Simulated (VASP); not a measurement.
# SnO (Cmc2_1) in VASP: single point with PBEsol

Aim: the single point of SnO with PBEsol.

Program: VASP 6.6.1. These are calculated values, not measurements. Logs are shortened: lines on timing, memory, paths and dates and some standing lists are left out, and cuts for length are marked.

### 1 The cell of the first run

Symmetry: Cmc2_1, No. 36, orthorhombic system. Conventional cell: a = 3.355 Å, b = 22.696 Å, c = 4.222 Å, α = 90.00°, β = 90.00°, γ = 90.00°. Within 2.8 Å of Sn (site symmetry m) lie 3 O at 2.15 to 2.16 Å. Sn (site symmetry m) has 3 O at 2.15 to 2.16 Å within 2.8 Å. O (site symmetry m) has 3 Sn at 2.15 to 2.16 Å within 2.8 Å. Within 2.8 Å of O (site symmetry m) lie 3 Sn at 2.15 to 2.16 Å.

### 2 Single point, PBEsol

INCAR reads:

```
PREC = Accurate ; ENCUT = 520
EDIFF = 1E-6 ; ISMEAR = 0
SIGMA = 0.05 ; LREAL = False
LASPH = True ; NELM = 80
ALGO = Normal ; ISIF = 2
LWAVE = False ; LCHARG = False
GGA = PS ; NBANDS = 50
ISYM = 0
```

KPOINTS reads:

```
Automatic mesh
0
Gamma
  6 8 3
```

POSCAR reads:

```
SnO
1.0
    0.0000000000      0.0000000000     -4.2219700000
   -3.3550050000      0.0000000000      0.0000000000
   -1.6775025000     11.3482080000      0.0000000000
Sn O
4 4
Direct
    0.4868560000     -0.4329772500      0.8659545000
    0.4868560000     -0.1829772500      0.3659545000
    0.9868560000      0.4329772500      0.1340455000
    0.9868560000      0.1829772500      0.6340455000
    0.2631430000     -0.0978125000      0.1956250000
    0.2631430000     -0.3478125000      0.6956250000
    0.7631430000      0.0978125000      0.8043750000
    0.7631430000      0.3478125000      0.3043750000
```

Potentials or basis: VASP PAW PBE potentials, release 64 (Sn_d, O).

Command:

```console
$ cat potpaw_PBE.64/Sn_d/POTCAR potpaw_PBE.64/O/POTCAR > POTCAR
$ mpirun -np 1 vasp_std > vasp.out
```

OUTCAR:

```text
PREC = Accurate
   ENCUT = 520
   EDIFF = 1E-6
   ISMEAR = 0
   LREAL = False
   LASPH = True
   NELM = 80
   ISIF = 2
   GGA = PS
   ISYM = 0

 ion  position               nearest neighbor table
   1  0.487  0.567  0.866-   6 2.15   7 2.16   7 2.16   3 3.70   3 3.70
   2  0.487  0.817  0.366-   5 2.15   8 2.16   8 2.16
   3  0.987  0.433  0.134-   8 2.15   5 2.16   5 2.16   1 3.70   1 3.70
   4  0.987  0.183  0.634-   7 2.15   6 2.16   6 2.16
   5  0.263  0.902  0.196-   2 2.15   3 2.16   3 2.16
   6  0.263  0.652  0.696-   1 2.15   4 2.16   4 2.16
   7  0.763  0.098  0.804-   4 2.15   1 2.16   1 2.16
   8  0.763  0.348  0.304-   3 2.15   2 2.16   2 2.16

IMPORTANT INFORMATION: All symmetrisations will be switched off!
NOSYMM: (Re-)initialisation of all symmetry stuff for point group C_1.

----------------------------------------------------------------------------------------

                                     Primitive cell

  volume of cell :     160.7443

  direct lattice vectors                    reciprocal lattice vectors
     0.000000000  0.000000000 -4.221970000     0.000000000  0.000000000 -0.236856254
    -3.355005000  0.000000000  0.000000000    -0.298062149 -0.044059820  0.000000000
    -1.677502500 11.348208000  0.000000000     0.000000000  0.088119640  0.000000000

  length of vectors
     4.221970000  3.355005000 11.471522979     0.236856254  0.301301033  0.088119640

  position of ions in fractional coordinates (direct lattice)
     0.486856000  0.567022750  0.865954500
     0.486856000  0.817022750  0.365954500
     0.986856000  0.432977250  0.134045500
     0.986856000  0.182977250  0.634045500
     0.263143000  0.902187500  0.195625000
     0.263143000  0.652187500  0.695625000
     0.763143000  0.097812500  0.804375000
     0.763143000  0.347812500  0.304375000

  ion indices of the primitive-cell ions
   primitive index   ion index
                 1           1
                 2           2
                 3           3
                 4           4
                 5           5
                 6           6
                 7           7
                 8           8

----------------------------------------------------------------------------------------

 KPOINTS: Automatic mesh

Automatic generation of k-mesh.
 Grid dimensions read from file:
 generate k-points for:    6    8    3

 Generating k-lattice:

  Cartesian coordinates                     Fractional coordinates (reciprocal lattice)
     0.000000000  0.000000000 -0.039476042     0.166666667  0.000000000  0.000000000
    -0.037257769 -0.005507477  0.000000000     0.000000000  0.125000000  0.000000000
     0.000000000  0.029373213  0.000000000     0.000000000  0.000000000  0.333333333

  Length of vectors
     0.039476042  0.037662629  0.029373213

  Shift w.r.t. Gamma in fractional coordinates (k-lattice)
     0.000000000  0.000000000  0.000000000

 -----------------------------------------------------------------------------
|                                                                             |
|           W    W    AA    RRRRR   N    N  II  N    N   GGGG   !!!           |
|           W    W   A  A   R    R  NN   N  II  NN   N  G    G  !!!           |
|           W    W  A    A  R    R  N N  N  II  N N  N  G       !!!           |
|           W WW W  AAAAAA  RRRRR   N  N N  II  N  N N  G  GGG   !            |
|           WW  WW  A    A  R   R   N   NN  II  N   NN  G    G                |
|           W    W  A    A  R    R  N    N  II  N    N   GGGG   !!!           |
|                                                                             |
|     Your reciprocal lattice and k-lattice belong to different lattice       |
|     classes:                                                                |
|                                                                             |
|        The reciprocal lattice is base centered orthorhombic,                |
|        whereas your k-lattice is simple monoclinic.                         |
|                                                                             |
|     Results are often still useful ...                                      |
|                                                                             |
 -----------------------------------------------------------------------------

 WARNING: IBZKPT: internal override: KBLOWUP is changed to .FALSE.
      ... skipping the blow-up phase ...

 Subroutine IBZKPT returns following result:
 ===========================================

 Found     74 irreducible k-points:

 Following reciprocal coordinates:
            Coordinates               Weight
  0.000000  0.000000  0.000000      1.000000
  0.166667  0.000000  0.000000      2.000000
  0.333333  0.000000  0.000000      2.000000
  0.500000  0.000000  0.000000      1.000000
  0.000000  0.125000 -0.000000      2.000000
  0.166667  0.125000 -0.000000      2.000000
[... 16 lines left out ...]
  0.000000  0.500000 -0.000000      1.000000
  0.166667  0.500000 -0.000000      2.000000
 [... further k-points ...]
   k-points           NKPTS =     74   k-points in BZ     NKDIM =     74   number of bands    NBANDS=     50
   number of dos      NEDOS =    301   number of ions     NIONS =      8
   total plane-waves  NPLWV =  80640
   dimension x,y,z NGX =    32 NGY =   28 NGZ =   90
   dimension x,y,z NGXF=    64 NGYF=   56 NGZF=  180
   ions per type =               4   4
   NGX,Y,Z   is equivalent  to a cutoff of  12.60, 13.87, 13.04 a.u.
   NGXF,Y,Z  is equivalent  to a cutoff of  25.20, 27.75, 26.09 a.u.
 SYSTEM =  unknown system
   PREC   = accura    normal or accurate (medium, high low for compatibility)
   ISTART =      0    job   : 0-new  1-cont  2-samecut
   ICHARG =      2    charge: 1-file 2-atom 10-const
   ISPIN  =      1    spin polarized calculation?
   LNONCOLLINEAR =      F non collinear calculations
   LSORBIT =      F    spin-orbit coupling
   LASPH  =      T    aspherical Exc in radial PAW
   ENCUT  =  520.0 eV  38.22 Ry    6.18 a.u.   7.85  6.24 21.33*2*pi/ulx,y,z
   NELM   =     80;   NELMIN=  2; NELMDL= -5     # of ELM steps
   EDIFF  = 0.1E-05   stopping-criterion for ELM
   LREAL  =      F    real-space projection
   EDIFFG = 0.1E-04   stopping-criterion for IOM
   NSW    =      0    number of steps for IOM
   IBRION =     -1    ionic relax: 0-MD 1-quasi-New 2-CG
   NFREE  =      0    steps in history (QN), initial steepest desc. (CG)
   ISIF   =      2    stress and relaxation
   ISYM   =      0    0-nonsym 1-usesym 2-fastsym
   POTIM  = 0.5000    time-step for ionic-motion
   TEBEG  =    0.0;   TEEND  =   0.0 temperature during run
   PSTRESS=    0.0 pullay stress
   NELECT =      80.0000    total number of electrons
   NUPDOWN=      -1.0000    fix difference up-down
   EMIN   =  10.00;   EMAX   =-10.00  energy-range for DOS
   EFERMI =   0.00;   METHOD = LEGACY
   ISMEAR =     0;   SIGMA  =   0.05  broadening in eV -4-tet -1-fermi 0-gaus
   EFERMI_NEDOS =   21; number of points for ismear=-14 and -15
   IALGO  =     38    algorithm
   IMIX   =      4    mixing-type and parameters
     AMIX     =   0.40;   BMIX     =  1.00
     AMIX_MAG =   1.60;   BMIX_MAG =  1.00
  volume/ion in A,a.u.               =      20.09       135.59
  Fermi-wavevector in a.u.,A,eV,Ry     =   1.297357  2.451650 22.900458  1.683136
  Thomas-Fermi vector in A             =   2.428755
   LORBIT       =      0    0 simple, 1 ext, 2 COOP (PROOUT), +10 PAW based schemes
   GGA     = PS    functional components
   LHFCALC =     F    Hartree Fock is set to
   AEXX    =    0.0000 exact exchange contribution
   IVDW    =     0    specifies the selected vdW correction
   LEPSILON=     F    determine dielectric tensor
   LRPA    =     F    only Hartree local field effects (RPA)
 non-spin polarized calculation
 Gauss-broadening in eV      SIGMA  =   0.05
  energy-cutoff  :      520.00
  volume of cell :      160.74
 maximum number of plane-waves:      4348
   NGX = 15   NGY = 13   NGZ = 43

 number of electron      79.9999998 magnetization

 Free energy of the ion-electron system (eV)
  ---------------------------------------------------
  ext. energy  EPLUGINS =         0.00000000
  ---------------------------------------------------
  free energy    TOTEN  =       -47.55960099 eV

  energy without entropy =      -47.55960099  energy(sigma->0) =      -47.55960099

 E-fermi :   5.2129     XC(G=0):  -9.7516

 val. band max:        4.9924359158   @ k =   0.0000   0.5000   0.3333
 cond. band min:       5.8794011806   @ k =   0.0000   0.5000   0.3333
 fundamental gap:      0.8869652649
 Fermi energy:         5.2128615301

 k-point     1 :       0.0000    0.0000    0.0000
  band No.  band energies     occupation
      1     -16.4079      2.00000
      2     -16.4022      2.00000
      3     -16.0842      2.00000
      4     -16.0821      2.00000
      5     -15.9961      2.00000
      6     -15.9874      2.00000
[... 42 lines left out ...]
     49      11.8744      0.00000
     50      11.8879      0.00000

 k-point     2 :       0.1667    0.0000    0.0000
  band No.  band energies     occupation
      1     -16.3917      2.00000
      2     -16.3870      2.00000
      3     -16.1084      2.00000
      4     -16.1070      2.00000
      5     -15.9909      2.00000
      6     -15.9838      2.00000
[... 42 lines left out ...]
     49      11.9350      0.00000
     50      11.9477      0.00000

 k-point     3 :       0.3333    0.0000    0.0000
  band No.  band energies     occupation
      1     -16.3439      2.00000
      2     -16.3414      2.00000
      3     -16.1794      2.00000
      4     -16.1792      2.00000
      5     -15.9783      2.00000
      6     -15.9758      2.00000
[... 1102 lines left out ...]
     49      11.2851      0.00000
     50      11.4306      0.00000

 k-point    24 :       0.1667    0.5000   -0.0000
  band No.  band energies     occupation
      1     -16.3764      2.00000
      2     -16.3738      2.00000
      3     -16.3682      2.00000
      4     -16.3669      2.00000
      5     -15.9664      2.00000
      6     -15.9630      2.00000
[... 42 lines left out ...]
     49      11.3288      0.00000
     50      11.3544      0.00000

 [... further k-points ...]

------------------------ aborting loop because EDIFF is reached ----------------------------------------

  FORCE on cell =-STRESS in cart. coord.  units (eV):
  Direction    XX          YY          ZZ          XY          YZ          ZX
  --------------------------------------------------------------------------------------
  -------------------------------------------------------------------------------------
  Total       -3.3866040     -2.3589700     -2.1025324      0.0001286     -0.0001353      0.0000018
  in kB      -33.7550995    -23.5124239    -20.9564483      0.0012819     -0.0013485      0.0000181
  external PRESSURE =     -26.0746572 kB  Pullay stress =       0.0000000 kB

 VOLUME and BASIS-vectors are now :
 -----------------------------------------------------------------------------
  energy-cutoff  :      520.00
  volume of cell :      160.74
      direct lattice vectors                 reciprocal lattice vectors
     0.000000000  0.000000000 -4.221970000     0.000000000  0.000000000 -0.236856254
    -3.355005000  0.000000000  0.000000000    -0.298062149 -0.044059820  0.000000000
    -1.677502500 11.348208000  0.000000000     0.000000000  0.088119640  0.000000000

 POSITION                                       TOTAL-FORCE (eV/Angst)
 -----------------------------------------------------------------------------------
     -3.35500      9.82703     -2.05549        -0.000297     -0.405385     -0.095295
     -3.35501      4.15293     -2.05549        -0.000316     -0.310513     -0.122087
     -1.67750      1.52118     -4.16648         0.000295      0.405388     -0.095290
     -1.67750      7.19528     -4.16648         0.000316      0.310505     -0.122087
     -3.35500      2.21999     -1.11098        -0.000091     -0.014721      0.085471
     -3.35500      7.89410     -1.11098        -0.000095      0.064990      0.131904
     -1.67750      9.12821     -3.22197         0.000092      0.014736      0.085467
     -1.67750      3.45411     -3.22197         0.000097     -0.065000      0.131917
 -----------------------------------------------------------------------------------
    total drift:                               -0.000006     -0.000028      0.000931

  FREE ENERGIE OF THE ION-ELECTRON SYSTEM (eV)
  ---------------------------------------------------
  free  energy   TOTEN  =       -47.5596009915 eV

  energy  without entropy=      -47.5596009915  energy(sigma->0) =      -47.55960099
```

It took 9.9 min on 1 thread of Intel Xeon Platinum 8488C (Sapphire Rapids), shared host; peak memory 0.54 GiB.

What came out:

```
Free energy            : -47.5596 eV
Pressure               : -2.6 GPa
Largest force          : 0.416 eV/Å
Band gap on the k mesh : 0.89 eV
```

Forces in eV/Å, atoms in the order of the input:
```
Sn   0.000 -0.405 -0.095
Sn   0.000 -0.311 -0.122
Sn   0.000  0.405 -0.095
Sn   0.000  0.311 -0.122
O    0.000 -0.015  0.085
O    0.000  0.065  0.132
O    0.000  0.015  0.085
O    0.000 -0.065  0.132
```

Caveat: the PAW data sets were made with another functional, which shifts forces and pressure a little; spin-orbit coupling is left out, which moves the levels of the heavy elements; an odd mesh through Γ misses points on the zone boundary, where band edges can lie.
